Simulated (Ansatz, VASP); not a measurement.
One calculation of MgO, two programs

```
Mg O
1.0
     2.97283    0.00000    0.00000
     0.00000    2.97283    0.00000
     0.00000    0.00000   25.51054
Mg O
6 6
Direct
  0.50000 0.50000 0.29400
  0.00000 0.00000 0.37640
  0.50000 0.50000 0.45880
  0.00000 0.00000 0.54120
  0.50000 0.50000 0.62360
  0.00000 0.00000 0.70600
  0.00000 0.00000 0.29400
  0.50000 0.50000 0.37640
  0.00000 0.00000 0.45880
  0.50000 0.50000 0.54120
  0.00000 0.00000 0.62360
  0.50000 0.50000 0.70600
```

Alike in both runs: task single point; functional r2SCAN; k mesh 9 × 9 × 1; occupations gaussian, width 0.05 eV; no spin polarisation.

|  | VASP | Ansatz |
| --- | --- | --- |
| version | VASP 6.6.1 | Ansatz 0.2.0 |
| potentials or method | VASP PAW PBE potentials, release 64 (Mg, O), cutoff 520 eV | scalar-relativistic, plane waves, PAW |
| valence electrons in the cell | 48 | 96 |

```tsv
	VASP	Ansatz	Ansatz less VASP
gap on the k mesh at the Fermi level (eV)	3.95	3.96	+0.018
least direct gap on the mesh (eV)	3.95	3.96	+0.018
rms of the force components (eV/Å)	0.153	0.146	-0.0077
```

VASP's potentials were made for PBE, not for r2SCAN. With one functional, cell and mesh, what is left measures potentials, basis and numerics. VASP's potentials hold 48 valence electrons a cell and Ansatz's 96, so a difference there can come from the potentials and not from the codes.
